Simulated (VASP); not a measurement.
## TaN: single point with r2SCAN+rVV10

TaN:

```
CELL_PARAMETERS angstrom
0.00000 2.19336 2.19336
2.19336 0.00000 2.19336
2.19336 2.19336 0.00000
ATOMIC_POSITIONS crystal
Ta 0.50000 0.50000 0.50000
N 0.00000 0.00000 0.00000
```

| Quantity | Value |
| --- | --- |
| Program | VASP 6.6.1 |
| Task | single point |
| Functional | r2SCAN |
| Dispersion | rVV10 |
| Potentials or basis | VASP PAW PBE potentials, release 64 (Ta_pv, N) |
| Cutoff | 520 eV |
| k mesh | 10 × 10 × 10 |
| Occupations | fermi-dirac, width 0.05 eV |
| Spin | no spin polarisation |
| Dipole correction | no |
| Further INCAR settings | ALGO = Normal; EDIFF = 1e-06; NBANDS = 15 |

* Pressure: 2.7 GPa
* Band gap on the k mesh: zero (bands 8 and 9 overlap by 4.14 eV)

Levels at points of the mesh, in eV from the Fermi level:
```
           k point  band 6  band 7  band 8  band 9  band 10  band 11
(0.00, 0.00, 0.00)   -4.18   -4.18   -2.22   -2.22    -2.22     0.10
(0.50, 0.00, 0.00)   -8.07   -8.07    1.92    1.92     2.07     4.05
(0.50, 0.50, 0.00)   -5.71   -5.04   -5.04    2.21     3.57     3.57
```

It took 100 s on 1 thread of Intel Xeon 8259CL, on a shared host, peak memory 0.23 GiB.

Caveat: the PAW data sets were made with another functional, which shifts forces and pressure a little; spin-orbit coupling is left out, which moves the levels of the heavy elements.
